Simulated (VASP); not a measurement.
A run of VASP 6.6.1:

INCAR

```
PREC = Accurate ; ENCUT = 520
EDIFF = 1E-6 ; ISMEAR = 0
SIGMA = 0.02 ; LREAL = False
LASPH = True ; NELM = 60
ALGO = Normal ; ISIF = 2
LWAVE = False ; LCHARG = True
GGA = PS ; IVDW = 12
LELF = True ; LVHAR = True
NBANDS = 35
```

KPOINTS

```
regular mesh
0
Gamma
  12 12 4
```

File POSCAR:

```
WS2
1.0
    3.0834454890      0.0000000000      0.0000000000
   -1.5417227445      2.6703421246      0.0000000000
    0.0000000000      0.0000000000     11.8477314743
W S
2 4
Direct
    0.3333333333      0.6666666667      0.7498630965
    0.6666666667      0.3333333333      0.2501369035
    0.3333333333      0.6666666667      0.1166360657
    0.6666666667      0.3333333333      0.6163640561
    0.3333333333      0.6666666667      0.3836359439
    0.6666666667      0.3333333333      0.8833639343
```

Potentials or basis: VASP PAW PBE potentials, release 64 (W_sv, S).

The run is started by

```console
$ cat potpaw_PBE.64/W_sv/POTCAR potpaw_PBE.64/S/POTCAR > POTCAR
$ mpirun -np 1 vasp_std > vasp.out
```

Hardware: 1 thread of AMD EPYC 7R43 64-Core Processor (Zen 3) (shared host).

**Question.** Estimate the wall time of this run.

**Answer.** It took 5.1 min on 1 thread of AMD EPYC 7R43 64-Core Processor (Zen 3), with other jobs on the host, peak memory 0.31 GiB. Counts: scf iterations 14, k points 69.
